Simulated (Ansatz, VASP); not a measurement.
## One calculation of Be2H, two programs

INCAR

```
PREC     = Accurate       # precision mode
ENCUT    = 520            # plane-wave cutoff, eV
EDIFF    = 1E-6           # SCF threshold, eV
ISMEAR   = 0              # smearing method
SIGMA    = 0.1            # smearing width, eV
LREAL    = F              # projectors in reciprocal space
LASPH    = T              # aspherical terms in the spheres
NELM     = 60             # most SCF steps
ALGO     = Normal         # electronic algorithm
ISIF     = 2              # what is computed and relaxed
LWAVE    = F              # write WAVECAR
LCHARG   = T              # write CHGCAR
GGA      = PE             # functional
LELF     = T              # ELF
LVHAR    = T            
NBANDS   = 10             # bands
```

KPOINTS

```
regular mesh
0
Gamma
  9 9 4
```

Contents of POSCAR:

```
Be2H
1.0
    2.4278832900      0.0000000000      0.0000000000
   -1.2139416500      2.1026086100      0.0000000000
    0.0000000000      0.0000000000      4.2336797700
Be H
2 1
Direct
    0.3333333300      0.6666666700      0.2271585000
    0.6666666700      0.3333333300      0.7728415000
    0.0000000000      0.0000000000      0.0000000000
```

Input for Ansatz:

```yaml
crystal:
  lattice:
    - [2.42788329, 0.0, 0.0]
    - [-1.21394165, 2.10260861, 0.0]
    - [0.0, 0.0, 4.23367977]
  atoms:
    - { symbol: Be, position: [0.33333333, 0.66666667, 0.2271585] }
    - { symbol: Be, position: [0.66666667, 0.33333333, 0.7728415] }
    - { symbol: H, position: [0.0, 0.0, 0.0] }
basis:
  ecutwfc: 420
kpoints:
  mp_grid: { grid: [9, 9, 4] }
hamiltonian:
  xc: pbe
scf:
  occupations: { method: gaussian, width: 0.1 }
  lower_state_search: "off"
output:
  forces: true
  stress: true
  eigenvalues: true
```

Change from the starting cell: species swapped into the FeI2 type (P-3m1, No. 164).

Alike in both runs: task single point; functional PBE; k mesh 9 × 9 × 4; occupations gaussian, width 0.1 eV; no spin polarisation.

|  | VASP | Ansatz |
| --- | --- | --- |
| version | VASP 6.6.1 | Ansatz 0.2.0 |
| potentials or method | VASP PAW PBE potentials, release 64 (Be, H), cutoff 520 eV | scalar-relativistic, plane waves, PAW |
| valence electrons in the cell | 5 | 5 |

|  | VASP | Ansatz | Ansatz less VASP |
| --- | --- | --- | --- |
| gap on the k mesh at the Fermi level (eV) | none | none | - |
| pressure (GPa) | -3.5 | -3.5 | -0.01 |
| traceless stress, the component that is largest in VASP (GPa) | -11.05 | -11.05 | +0.005 |
| rms of the force components (eV/Å) | 0.506 | 0.502 | -0.0049 |

Atom by atom the forces differ by 0.005 eV/Å (rms over components). A gap of «none» marks a metal or a gap that the smearing closes.

The k mesh is coarse, so the values compare programs but aren't converged.
